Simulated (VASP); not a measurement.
HCl: relaxation of the atoms with PBE+D3(BJ)

The system is HCl.

```
CELL_PARAMETERS angstrom
7.98957 0.00000 0.00000
0.00000 7.98957 0.00000
0.00000 0.00000 7.98957
ATOMIC_POSITIONS crystal
Cl 0.15253 0.59366 0.72676
Cl 0.48328 0.33357 0.26104
Cl 0.73700 0.09691 0.03584
Cl 0.66370 0.54906 0.87684
Cl 0.67713 0.94039 0.54743
Cl 0.07983 0.59768 0.23562
Cl 0.12207 0.98727 0.95878
Cl 0.18733 0.04505 0.52691
Cl 0.74611 0.31526 0.54567
Cl 0.40075 0.73911 0.07664
H 0.15124 0.46186 0.63569
H 0.36615 0.25980 0.18041
H 0.78997 0.03177 0.89939
H 0.75971 0.43281 0.82269
H 0.57670 0.00374 0.43988
H 0.14229 0.54552 0.37362
H 0.24717 0.01792 0.86350
H 0.30649 0.97377 0.60683
H 0.75582 0.28297 0.38905
H 0.53064 0.83286 0.07483
```

```json
{
  "Program": "VASP 6.6.1",
  "Task": "relaxation of the atoms",
  "Functional": "PBE",
  "Dispersion": "D3(BJ)",
  "Potentials or basis": "VASP PAW PBE potentials, release 64 (Cl, H)",
  "Cutoff": "520 eV",
  "k mesh": "1 × 1 × 1",
  "Occupations": "fermi-dirac, width 0.05 eV",
  "Spin": "no spin polarisation",
  "Dipole correction": "no",
  "Further INCAR settings": "LREAL = Auto; ALGO = Normal; EDIFF = 1e-06; IBRION = 2; EDIFFG = -0.3; NSW = 35"
}
```

```yaml
Energy_gained_by_relaxing: 43.2 meV/atom
Ionic_steps: 21
Pressure_after_relaxing: 0.3 GPa
Largest_force_after_relaxing: 0.258 eV/Å
Band_gap_on_the_k_mesh: 4.93 eV
Dispersion_energy_per_atom: -0.061 eV
```

Forces in eV/Å, atoms in the order of the input:
```
Cl   0.036 -0.131 -0.051
Cl   0.042 -0.008 -0.025
Cl  -0.030  0.129  0.016
Cl   0.069 -0.035  0.031
Cl  -0.079  0.081  0.050
Cl  -0.001  0.088 -0.209
Cl   0.009  0.133  0.081
Cl  -0.012 -0.065  0.112
Cl  -0.072 -0.059  0.193
Cl  -0.059 -0.037  0.007
H    0.023  0.055  0.067
H   -0.077 -0.010  0.016
H    0.072 -0.067 -0.054
H   -0.002  0.065  0.063
H    0.021 -0.050  0.003
H    0.025  0.050  0.016
H   -0.024 -0.044 -0.016
H    0.005 -0.025 -0.151
H    0.084 -0.105 -0.220
H   -0.031  0.033  0.070
```

Stress tensor (GPa, compression positive):
```
 0.45  0.08 -0.33
 0.08  0.08 -0.06
-0.33 -0.06  0.52
```

The path:
| step | energy change (eV) | largest force (eV/Å) | pressure (GPa) |
| --- | --- | --- | --- |
| 1 | 0.0000 | 0.9244 | 1.32 |
| 2 | -0.0961 | 0.8275 | 0.61 |
| 3 | -0.1062 | 1.0011 | 0.30 |
| 4 | -0.1528 | 0.9435 | 0.31 |
| 5 | -0.2746 | 0.8171 | 0.33 |
| 6 | -0.4524 | 0.7798 | 0.33 |
| 7 | -0.5990 | 1.4845 | 0.16 |
| 8 | -0.6782 | 0.9498 | 0.66 |
| 9 | -0.6930 | 0.3643 | 0.51 |
| 10 | -0.7092 | 0.3314 | 0.50 |
| 11 | -0.7366 | 0.7860 | 0.48 |
| 12 | -0.7389 | 0.9538 | 0.47 |
| 13 | -0.7432 | 0.9156 | 0.46 |
| 14 | -0.7555 | 0.8004 | 0.43 |
| 15 | -0.7775 | 0.7045 | 0.36 |
| 16 | -0.8097 | 0.7158 | 0.22 |
| 17 | -0.8185 | 0.8852 | -0.10 |
| 18 | -0.8248 | 0.7461 | 0.04 |
| 19 | -0.8456 | 0.4405 | 0.13 |
| 20 | -0.8589 | 0.3041 | 0.29 |
| 21 | -0.8648 | 0.2578 | 0.35 |

Final structure:
```yaml
crystal:
  lattice:
    - [7.98957, 0.00000, 0.00000]
    - [0.00000, 7.98957, 0.00000]
    - [0.00000, 0.00000, 7.98957]
  atoms:
    - { symbol: Cl, position: [0.15651, 0.58847, 0.71940] }
    - { symbol: Cl, position: [0.44250, 0.32564, 0.27175] }
    - { symbol: Cl, position: [0.70021, 0.09081, 0.02062] }
    - { symbol: Cl, position: [0.67377, 0.53898, 0.88858] }
    - { symbol: Cl, position: [0.63072, 0.87070, 0.53595] }
    - { symbol: Cl, position: [0.03277, 0.57366, 0.24311] }
    - { symbol: Cl, position: [0.11104, 0.02937, 0.96698] }
    - { symbol: Cl, position: [0.19907, 0.05837, 0.51703] }
    - { symbol: Cl, position: [0.79353, 0.36494, 0.52311] }
    - { symbol: Cl, position: [0.42425, 0.76851, 0.11499] }
    - { symbol: H, position: [0.15216, 0.44321, 0.64885] }
    - { symbol: H, position: [0.34949, 0.25331, 0.16155] }
    - { symbol: H, position: [0.79635, 0.02993, 0.90620] }
    - { symbol: H, position: [0.78929, 0.43962, 0.83599] }
    - { symbol: H, position: [0.58898, 0.00178, 0.45129] }
    - { symbol: H, position: [0.14233, 0.56696, 0.36064] }
    - { symbol: H, position: [0.23924, 0.01047, 0.87198] }
    - { symbol: H, position: [0.31274, 0.95984, 0.57664] }
    - { symbol: H, position: [0.78368, 0.27537, 0.39071] }
    - { symbol: H, position: [0.55728, 0.85102, 0.07205] }
```

Levels at points of the mesh, in eV from the valence-band top:
```tsv
k point	band 37	band 38	band 39	band 40	band 41	band 42	band 43	band 44
(0.00, 0.00, 0.00)	-0.29	-0.27	-0.12	0.00	4.93	5.97	6.37	6.45
```

It took 6.7 min on 1 thread of Intel(R) Xeon(R) Platinum 8488C (Sapphire Rapids), with other jobs on the host, peak memory 0.51 GiB.

Caveat: the k points lie up to 0.79 Å⁻¹ apart; the relaxation stopped at a loose force limit of 0.3 eV/Å, so its end isn't a converged minimum.
